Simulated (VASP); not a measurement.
Runs of VASP 6.6.1 on Cu. The structure is that of space group Cmcm (No. 63), or close to it. The cells are those of the table. 

```csv
cell,further INCAR settings,gap on the mesh (eV),pressure (GPa),largest force (eV/Å)
"a = 4.182, b = 4.182, c = 2.483 Å, angles 90.0, 90.0, 144.6°, 2 atoms",ALGO = Fast; EDIFF = 1e-06; NBANDS = 18,none,-6.1,0.16
"a = 4.265, b = 4.265, c = 2.550 Å, angles 90.0, 90.0, 147.2°, 2 atoms",ALGO = Fast; EDIFF = 1e-07; NBANDS = 18,none,-6.8,0.01
"a = 4.309, b = 4.309, c = 2.584 Å, angles 90.0, 90.0, 148.4°, 2 atoms",ALGO = Fast; EDIFF = 1e-07; NBANDS = 18,none,-5.9,0.06
"a = 4.050, b = 4.050, c = 2.429 Å, angles 90.0, 90.0, 148.4°, 2 atoms",ALGO = Fast; EDIFF = 1e-06; NBANDS = 18,none,29.1,0.47
"a = 3.969, b = 3.969, c = 2.365 Å, angles 90.0, 90.0, 145.9°, 2 atoms",ALGO = Fast; EDIFF = 1e-06; NBANDS = 18,none,(b),0.21
"a = 4.142, b = 4.142, c = 2.450 Å, angles 90.0, 90.0, 143.2°, 2 atoms",ALGO = Fast; EDIFF = 1e-06; NBANDS = 18,none,-4.7,0.30
"a = 3.893, b = 3.893, c = 2.302 Å, angles 90.0, 90.0, 143.2°, 2 atoms",ALGO = Fast; EDIFF = 1e-06; NBANDS = 18,none,(a),0.24
```

Alike in all rows: task single point; level PBEsol; potentials or basis VASP PAW PBE potentials, release 64 (Cu); no spin polarisation; k mesh 22 × 22 × 20; cutoff (eV) 520; smearing gaussian 0.15 eV.

Task: Estimate the missing entries.

Result: (a) 31.2; (b) 27.3.

Caveats: the PAW data sets were made with another functional, which shifts forces and pressure a little; the stress differs along the axes, from -11 to -3 GPa (at least some runs); the stress differs along the axes, from -10 to -0 GPa (at least some runs); the stress differs along the axes, from -13 to 8 GPa (at least some runs); the stress differs along the axes, from 15 to 54 GPa (at least some runs); the cell stands under pressure (at least some runs); the stress differs along the axes, from -14 to 1 GPa (at least some runs).

A gap of «none» marks levels without a gap at the run's occupations.
